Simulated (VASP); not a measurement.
# BAs (F-43m) in VASP: a series of runs

BAs is run at these levels: r2SCAN, PBE; tasks: relaxation of cell and atoms, single point.

Everything below comes from runs of VASP 6.6.1. Logs are shortened: lines on timing, memory, paths and dates and some standing lists are left out, and cuts for length are marked.

### 1 The cell of the first run

The structure is cubic, space group F-43m (No. 216). Conventional cell: a = 4.809 Å, b = 4.809 Å, c = 4.809 Å, α = 90.00°, β = 90.00°, γ = 90.00°. B (site symmetry -43m) has 4 As at 2.08 Å within 2.8 Å. As (site symmetry -43m) has 4 B at 2.08 Å within 2.8 Å.

### 2 Relaxation of cell and atoms, r2SCAN

Contents of POSCAR:

```
BAs
1.0
    0.0000000000      2.4046251118      2.4046251118
    2.4046251118      0.0000000000      2.4046251118
    2.4046251118      2.4046251118      0.0000000000
B As
1 1
Direct
    0.0000000000      0.0000000000      0.0000000000
    0.2500000000      0.2500000000      0.2500000000
```

Contents of INCAR.step1:

```
SYSTEM = BAs
ALGO = Normal
EDIFF = 1E-4
ENCUT = 600
GGA = PE
ISMEAR = -1
LASPH = .True.
LCHARG = .False.
LREAL = .False.
LWAVE = .True.
NELM = 60
PREC = Accurate
SIGMA = 0.02
```

Contents of INCAR.step2:

```
SYSTEM = BAs
ALGO = Normal
EDIFF = 1E-7
EDIFFG = -0.005
ENCUT = 600
IBRION = 2
ISIF = 3
ISMEAR = -1
ISTART = 1
LASPH = .True.
LCHARG = .False.
LMIXTAU = .True.
LREAL = .False.
LWAVE = .False.
METAGGA = R2SCAN
NELM = 60
NSW = 80
PREC = Accurate
SIGMA = 0.02
```

Contents of KPOINTS:

```
k-points
0
Gamma
  8 8 8
  0 0 0
```

Potentials or basis: VASP PAW PBE potentials, release 64 (B, As).

On the command line:

```bash
> cat potpaw_PBE.64/B/POTCAR potpaw_PBE.64/As/POTCAR > POTCAR
> cp INCAR.step1 INCAR
> mpirun -np 1 vasp_std > vasp.out
> cp INCAR.step2 INCAR
> mpirun -np 1 vasp_std > vasp.out
```

OUTCAR:

```text
SYSTEM = BAs
   EDIFF = 1E-7
   EDIFFG = -0.005
   ENCUT = 600
   IBRION = 2
   ISIF = 3
   ISMEAR = -1
   ISTART = 1
   LASPH = .True.
   LREAL = .False.
   METAGGA = R2SCAN
   NELM = 60
   NSW = 80
   PREC = Accurate

 ion  position               nearest neighbor table
   1  0.000  0.000  0.000-   2 2.08   2 2.08   2 2.08   2 2.08
   2  0.250  0.250  0.250-   1 2.08   1 2.08   1 2.08   1 2.08

  LATTYP: Found a face centered cubic cell.
 ALAT       =     4.8092502236

  Lattice vectors:

 A1 = (   0.0000000000,   2.4046251118,   2.4046251118)
 A2 = (   2.4046251118,   0.0000000000,   2.4046251118)
 A3 = (   2.4046251118,   2.4046251118,   0.0000000000)

Analysis of symmetry for initial positions (statically):
=====================================================================
 Subroutine PRICEL returns:
 Original cell was already a primitive cell.

 Routine SETGRP: Setting up the symmetry group for a
 face centered cubic supercell.

 Subroutine GETGRP returns: Found 24 space group operations
 (whereof 24 operations were pure point group operations)
 out of a pool of 48 trial point group operations.

The static configuration has the point symmetry T_d .

Analysis of symmetry for dynamics (positions and initial velocities):
=====================================================================
 Subroutine PRICEL returns:
 Original cell was already a primitive cell.

 Routine SETGRP: Setting up the symmetry group for a
 face centered cubic supercell.

 Subroutine GETGRP returns: Found 24 space group operations
 (whereof 24 operations were pure point group operations)
 out of a pool of 48 trial point group operations.

The dynamic configuration has the point symmetry T_d .

 Subroutine INISYM returns: Found 24 space group operations
 (whereof 24 operations are pure point group operations),
 and found     1 'primitive' translations

----------------------------------------------------------------------------------------

                                     Primitive cell

  volume of cell :      27.8082

  direct lattice vectors                    reciprocal lattice vectors
     0.000000000  2.404625112  2.404625112    -0.207932620  0.207932620  0.207932620
     2.404625112  0.000000000  2.404625112     0.207932620 -0.207932620  0.207932620
     2.404625112  2.404625112  0.000000000     0.207932620  0.207932620 -0.207932620

  length of vectors
     3.400653446  3.400653446  3.400653446     0.360149863  0.360149863  0.360149863

  position of ions in fractional coordinates (direct lattice)
     0.000000000  0.000000000  0.000000000
     0.250000000  0.250000000  0.250000000

  ion indices of the primitive-cell ions
   primitive index   ion index
                 1           1
                 2           2

----------------------------------------------------------------------------------------

 KPOINTS: k-points

Automatic generation of k-mesh.
 Grid dimensions read from file:
 generate k-points for:    8    8    8

 Generating k-lattice:

  Cartesian coordinates                     Fractional coordinates (reciprocal lattice)
    -0.025991578  0.025991578  0.025991578     0.125000000  0.000000000  0.000000000
     0.025991578 -0.025991578  0.025991578     0.000000000  0.125000000  0.000000000
     0.025991578  0.025991578 -0.025991578     0.000000000  0.000000000  0.125000000

  Length of vectors
     0.045018733  0.045018733  0.045018733

  Shift w.r.t. Gamma in fractional coordinates (k-lattice)
     0.000000000  0.000000000  0.000000000

 Subroutine IBZKPT returns following result:
 ===========================================

 Found     29 irreducible k-points:

 Following reciprocal coordinates:
            Coordinates               Weight
  0.000000  0.000000  0.000000      1.000000
  0.125000  0.000000  0.000000      8.000000
  0.250000  0.000000  0.000000      8.000000
  0.375000  0.000000  0.000000      8.000000
  0.500000  0.000000  0.000000      4.000000
  0.125000  0.125000  0.000000      6.000000
[... 16 lines left out ...]
  0.500000  0.250000  0.125000     48.000000
 -0.375000  0.250000  0.125000     24.000000
 [... further k-points ...]
   k-points           NKPTS =     29   k-points in BZ     NKDIM =     29   number of bands    NBANDS=      8
   number of dos      NEDOS =    301   number of ions     NIONS =      2
   total plane-waves  NPLWV =  21952
   dimension x,y,z NGX =    28 NGY =   28 NGZ =   28
   dimension x,y,z NGXF=    56 NGYF=   56 NGZF=   56
   ions per type =               1   1
   NGX,Y,Z   is equivalent  to a cutoff of  13.69, 13.69, 13.69 a.u.
   NGXF,Y,Z  is equivalent  to a cutoff of  27.38, 27.38, 27.38 a.u.
 SYSTEM =  BAs
   PREC   = accura    normal or accurate (medium, high low for compatibility)
   ISTART =      1    job   : 0-new  1-cont  2-samecut
   ICHARG =      0    charge: 1-file 2-atom 10-const
   ISPIN  =      1    spin polarized calculation?
   LNONCOLLINEAR =      F non collinear calculations
   LSORBIT =      F    spin-orbit coupling
   LASPH  =      T    aspherical Exc in radial PAW
   ENCUT  =  600.0 eV  44.10 Ry    6.64 a.u.   6.79  6.79  6.79*2*pi/ulx,y,z
   NELM   =     60;   NELMIN=  2; NELMDL=  0     # of ELM steps
   EDIFF  = 0.1E-06   stopping-criterion for ELM
   LREAL  =      F    real-space projection
   EDIFFG = -.5E-02   stopping-criterion for IOM
   NSW    =     80    number of steps for IOM
   IBRION =      2    ionic relax: 0-MD 1-quasi-New 2-CG
   NFREE  =      1    steps in history (QN), initial steepest desc. (CG)
   ISIF   =      3    stress and relaxation
   ISYM   =      2    0-nonsym 1-usesym 2-fastsym
   POTIM  = 0.5000    time-step for ionic-motion
   TEBEG  =    0.0;   TEEND  =   0.0 temperature during run
   PSTRESS=    0.0 pullay stress
   NELECT =       8.0000    total number of electrons
   NUPDOWN=      -1.0000    fix difference up-down
   EMIN   =  10.00;   EMAX   =-10.00  energy-range for DOS
   EFERMI =   0.00;   METHOD = LEGACY
   ISMEAR =    -1;   SIGMA  =   0.02  broadening in eV -4-tet -1-fermi 0-gaus
   EFERMI_NEDOS =   21; number of points for ismear=-14 and -15
   IALGO  =     38    algorithm
   IMIX   =      4    mixing-type and parameters
     AMIX     =   0.40;   BMIX     =  1.00
     AMIX_MAG =   1.60;   BMIX_MAG =  1.00
  volume/ion in A,a.u.               =      13.90        93.83
  Fermi-wavevector in a.u.,A,eV,Ry     =   1.080722  2.042269 15.891070  1.167961
  Thomas-Fermi vector in A             =   2.216721
   LORBIT       =      0    0 simple, 1 ext, 2 COOP (PROOUT), +10 PAW based schemes
   METAGGA = R2SCAN    functional components
   LHFCALC =     F    Hartree Fock is set to
   AEXX    =    0.0000 exact exchange contribution
   IVDW    =     0    specifies the selected vdW correction
   LEPSILON=     F    determine dielectric tensor
   LRPA    =     F    only Hartree local field effects (RPA)
 conjugate gradient relaxation of ions
 non-spin polarized calculation
  energy-cutoff  :      600.00
  volume of cell :       27.81
 maximum number of plane-waves:       950
   NGX = 13   NGY = 13   NGZ = 13

--------------------------------------- Ionic step        1  -------------------------------------------

 number of electron       8.0000000 magnetization

 Free energy of the ion-electron system (eV)
  ---------------------------------------------------
  ext. energy  EPLUGINS =         0.00000000
  ---------------------------------------------------
  free energy    TOTEN  =       -22.25310989 eV

  energy without entropy =      -22.25310989  energy(sigma->0) =      -22.25310989

------------------------ aborting loop because EDIFF is reached ----------------------------------------

  FORCE on cell =-STRESS in cart. coord.  units (eV):
  Direction    XX          YY          ZZ          XY          YZ          ZX
  --------------------------------------------------------------------------------------
  -------------------------------------------------------------------------------------
  Total       -0.3412756     -0.3412756     -0.3412756      0.0000000      0.0000000      0.0000000
  in kB      -19.6627249    -19.6627249    -19.6627249      0.0000000      0.0000000      0.0000000
  external PRESSURE =     -19.6627249 kB  Pullay stress =       0.0000000 kB
[... 57 lines left out ...]
  energy  without entropy=      -22.2542159626  energy(sigma->0) =      -22.25421596

--------------------------------------- Ionic step        3  -------------------------------------------

 number of electron       8.0000000 magnetization

 Free energy of the ion-electron system (eV)
  ---------------------------------------------------
  ext. energy  EPLUGINS =         0.00000000
  ---------------------------------------------------
  free energy    TOTEN  =       -22.25557135 eV

  energy without entropy =      -22.25557135  energy(sigma->0) =      -22.25557135

 E-fermi :   6.3396     XC(G=0): -11.1063

 val. band max:        5.9583057530   @ k =   0.0000   0.0000   0.0000
 cond. band min:       7.3458394933   @ k =   0.3750   0.3750   0.0000
 fundamental gap:      1.3875337403
 Fermi energy:         6.3395948771

 k-point     1 :       0.0000    0.0000    0.0000
  band No.  band energies     occupation
      1     -10.1438      2.00000
      2       5.9583      2.00000
      3       5.9583      2.00000
      4       5.9583      2.00000
      5       9.3971      0.00000
      6       9.3971      0.00000
      7       9.3971      0.00000
      8      11.0327      0.00000
[... 243 lines left out ...]
 k-point    24 :      -0.3750    0.2500    0.1250
  band No.  band energies     occupation
      1      -6.5321      2.00000
      2      -2.7501      2.00000
      3       1.1885      2.00000
      4       2.7381      2.00000
      5      10.2730      0.00000
      6      11.0074      0.00000
      7      13.9120      0.00000
      8      15.5526      0.00000

 [... further k-points ...]

------------------------ aborting loop because EDIFF is reached ----------------------------------------

  FORCE on cell =-STRESS in cart. coord.  units (eV):
  Direction    XX          YY          ZZ          XY          YZ          ZX
  --------------------------------------------------------------------------------------
  -------------------------------------------------------------------------------------
  Total        0.0019245      0.0019245      0.0019245     -0.0000000     -0.0000000      0.0000000
  in kB        0.1124771      0.1124771      0.1124771     -0.0000000     -0.0000000      0.0000000
  external PRESSURE =       0.1124771 kB  Pullay stress =       0.0000000 kB
[... 17 lines left out ...]
  FREE ENERGIE OF THE ION-ELECTRON SYSTEM (eV)
  ---------------------------------------------------
  free  energy   TOTEN  =       -22.2555713528 eV

  energy  without entropy=      -22.2555713528  energy(sigma->0) =      -22.25557135

 reached required accuracy - stopping structural energy minimisation
```

Wall time 2.6 min (1 thread of AMD EPYC 7R43 (Zen 3), shared host); peak memory 0.13 GiB.

What came out:

* Free energy: -22.2556 eV
* Relaxed volume: 13.71 Å³/atom
* Relaxed cell: a = 3.384 Å, b = 3.384 Å, c = 3.384 Å, α = 60.00°, β = 60.00°, γ = 60.00°
* Space group after relaxing (to 0.05 Å): F-43m (No. 216)
* Energy gained by relaxing: 1.2 meV/atom
* Ionic steps: 3
* Pressure after relaxing: 0.0 GPa
* Band gap on the k mesh: 1.39 eV, indirect (least direct gap 3.44 eV)

The path:
| step | energy change (eV) | largest force (eV/Å) | pressure (GPa) | volume (Å³) |
| --- | --- | --- | --- | --- |
| 1 | 0.0000 | 0.0000 | -1.97 | 27.81 |
| 2 | -0.0011 | 0.0000 | 1.54 | 27.13 |
| 3 | -0.0025 | 0.0000 | 0.01 | 27.41 |

Final structure:
```
CELL_PARAMETERS angstrom
0.00000 2.39319 2.39319
2.39319 0.00000 2.39319
2.39319 2.39319 0.00000
ATOMIC_POSITIONS crystal
B 0.00000 0.00000 0.00000
As 0.25000 0.25000 0.25000
```

Levels at points of the mesh, in eV from the valence-band top:
```
           k point  band 1  band 2  band 3  band 4  band 5  band 6  band 7  band 8
(0.00, 0.00, 0.00)  -16.10    0.00    0.00    0.00    3.44    3.44    3.44    5.07
(0.50, 0.00, 0.00)  -13.10   -9.20   -1.93   -1.93    2.94    5.05    5.05    9.56
(0.50, 0.50, 0.00)  -11.67   -9.03   -4.28   -4.28    1.62    1.70   12.10   12.10
```

Caveat: the PAW data sets were made with another functional, which shifts forces and pressure a little.

### 3 Single point, PBE, non-collinear spin, zero start, spin-orbit coupling

This run uses another cell than the first one, of 13.68 Å³/atom, 0.984 times its volume.

Contents of INCAR:

```
PREC = Accurate ; ENCUT = 520
EDIFF = 1E-6 ; ISMEAR = -1
SIGMA = 0.02 ; LREAL = F
LASPH = T ; NELM = 150
ALGO = Normal ; ISIF = 2
LWAVE = F ; LCHARG = T
MAGMOM = 0 0 0 0 0 0 ; LORBIT = 11
LSORBIT = T ; GGA_COMPAT = F
LORBMOM = T ; GGA = PE
LVHAR = T ; NBANDS = 20
```

Contents of KPOINTS:

```
regular mesh
0
Gamma
  10 10 10
```

Contents of POSCAR:

```
BAs
1.0
    0.0000000000      2.3918676044      2.3918676044
    2.3918676044      0.0000000000      2.3918676044
    2.3918676044      2.3918676044      0.0000000000
B As
1 1
Direct
    0.0000000000      0.0000000000      0.0000000000
    0.2500000000      0.2500000000      0.2500000000
```

Potentials or basis: VASP PAW PBE potentials, release 64 (B, As).

On the command line:

```bash
> cat potpaw_PBE.64/B/POTCAR potpaw_PBE.64/As/POTCAR > POTCAR
> mpirun -np 1 vasp_ncl > vasp.out
```

OUTCAR:

```text
PREC = Accurate
   ENCUT = 520
   EDIFF = 1E-6
   ISMEAR = -1
   LREAL = F
   LASPH = T
   NELM = 150
   ISIF = 2
   LORBIT = 11
   LSORBIT = T
   GGA = PE

 ion  position               nearest neighbor table
   1  0.000  0.000  0.000-   2 2.07   2 2.07   2 2.07   2 2.07
   2  0.250  0.250  0.250-   1 2.07   1 2.07   1 2.07   1 2.07

  LATTYP: Found a face centered cubic cell.
 ALAT       =     4.7837352088

  Lattice vectors:

 A1 = (   0.0000000000,   2.3918676044,   2.3918676044)
 A2 = (   2.3918676044,   0.0000000000,   2.3918676044)
 A3 = (   2.3918676044,   2.3918676044,   0.0000000000)

Analysis of symmetry for initial positions (statically):
=====================================================================
 Subroutine PRICEL returns:
 Original cell was already a primitive cell.

 Routine SETGRP: Setting up the symmetry group for a
 face centered cubic supercell.

[... 816 lines left out ...]
 l=   3
     0.0000000     0.0000000     0.0000000     0.0000000     0.0000000     0.0000000     0.0000000
     0.0000000     0.0000000     0.0000000     0.0000000     0.0000000     0.0000000     0.0000000
     0.0000000     0.0000000     0.0000000     0.0000000     0.0000000     0.0000000     0.0000000
     0.0000000     0.0000000     0.0000000     0.0000000     0.0000000     0.0000000     0.0000000
     0.0000000     0.0000000     0.0000000     0.0000000     0.0000000     0.0000000     0.0000000
     0.0000000     0.0000000     0.0000000     0.0000000     0.0000000     0.0000000     0.0000000
     0.0000000     0.0000000     0.0000000     0.0000000     0.0000000     0.0000000     0.0000000

 Ion:    2  E_soc:     -0.0212551
 l=   1
     0.0000000    -0.0035169    -0.0035169
    -0.0035169     0.0000000    -0.0035169
    -0.0035169    -0.0035169     0.0000000
 l=   2
     0.0000000    -0.0000130     0.0000000    -0.0000130    -0.0000127
    -0.0000130     0.0000000    -0.0000095    -0.0000130    -0.0000032
     0.0000000    -0.0000095     0.0000000    -0.0000095     0.0000000
    -0.0000130    -0.0000130    -0.0000095     0.0000000    -0.0000032
    -0.0000127    -0.0000032     0.0000000    -0.0000032     0.0000000
 l=   3
     0.0000000     0.0000000     0.0000000     0.0000000     0.0000000     0.0000000     0.0000000
     0.0000000     0.0000000     0.0000000     0.0000000     0.0000000     0.0000000     0.0000000
     0.0000000     0.0000000     0.0000000     0.0000000     0.0000000     0.0000000     0.0000000
     0.0000000     0.0000000     0.0000000     0.0000000     0.0000000     0.0000000     0.0000000
     0.0000000     0.0000000     0.0000000     0.0000000     0.0000000     0.0000000     0.0000000
     0.0000000     0.0000000     0.0000000     0.0000000     0.0000000     0.0000000     0.0000000
     0.0000000     0.0000000     0.0000000     0.0000000     0.0000000     0.0000000     0.0000000

 total charge

# of ion       s       p       d       tot
------------------------------------------
    1        0.659   1.175   0.000   1.835
    2        1.173   1.659   0.088   2.920
--------------------------------------------------
tot          1.832   2.835   0.088   4.754

 magnetization (x)

# of ion       s       p       d       tot
------------------------------------------
    1        0.000   0.000   0.000   0.000
    2       -0.000   0.000   0.000   0.000
--------------------------------------------------
tot         -0.000   0.000   0.000   0.000

 magnetization (y)

# of ion       s       p       d       tot
------------------------------------------
    1        0.000   0.000   0.000   0.000
    2       -0.000   0.000   0.000   0.000
--------------------------------------------------
tot         -0.000   0.000   0.000   0.000

 magnetization (z)

# of ion       s       p       d       tot
------------------------------------------
    1       -0.000   0.000   0.000  -0.000
    2       -0.000  -0.000   0.000  -0.000
--------------------------------------------------
tot         -0.000  -0.000   0.000  -0.000
```

It took 2.4 min on 1 thread of AMD EPYC 7R43 (Zen 3), shared host; peak memory 0.24 GiB.

What came out:

```
Free energy                                           : -11.4192 eV
Pressure                                              : 2.8 GPa
Net moment                                            : 0.00 μB per cell
Valence electrons inside the program's atomic spheres : B 1.83; As 2.92
```

Moments on the atoms (μB; x, y, z):
```
B   0.00 0.00 0.00
As  0.00 0.00 0.00
```
